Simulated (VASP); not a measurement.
Here is a VASP 6.6.1 calculation.

File INCAR:

```
SYSTEM = Ir
  PREC = Accurate
  ENCUT = 560
  EDIFF = 1E-6
  ISMEAR = 0
  SIGMA = 0.15
  LREAL = .FALSE.
  LASPH = .TRUE.
  NELM = 120
  ALGO = Normal
  ISIF = 2
  LWAVE = .FALSE.
  LCHARG = .TRUE.
  GGA = PS
  LELF = .TRUE.
  LVHAR = .TRUE.
  NBANDS = 14
  GGA_COMPAT = .FALSE.
```

The input KPOINTS:

```
Automatic mesh
0
G
  22 22 22
  0 0 0
```

File POSCAR:

```
Ir
1.0
    0.0000000000      1.8429120000      1.9964880000
    1.8429120000      0.0000000000      1.9964880000
    1.8429120000      1.8429120000      0.0000000000
Ir
1
Direct
    0.0000000000      0.0000000000      0.0000000000
```

Potentials or basis: VASP PAW PBE potentials, release 64 (Ir_sv_GW).

Launch:

```bash
$ cat potpaw_PBE.64/Ir_sv_GW/POTCAR > POTCAR
$ mpirun -np 1 vasp_std > vasp.out
```

(1) Predict the band gap on the k mesh.

(2) Predict the pressure.

## Answers

(1) zero (an odd number of electrons rules out a gap without spin polarisation).

(2) 14.8 GPa.

Caveat: the cell differs from its parent crystal (strain -0.040 along x and y, +0.040 along z); the stress differs along the axes, from -8 to 26 GPa; the PAW data sets were made with another functional, which shifts forces and pressure a little; spin-orbit coupling is left out, which moves the levels of the heavy elements.
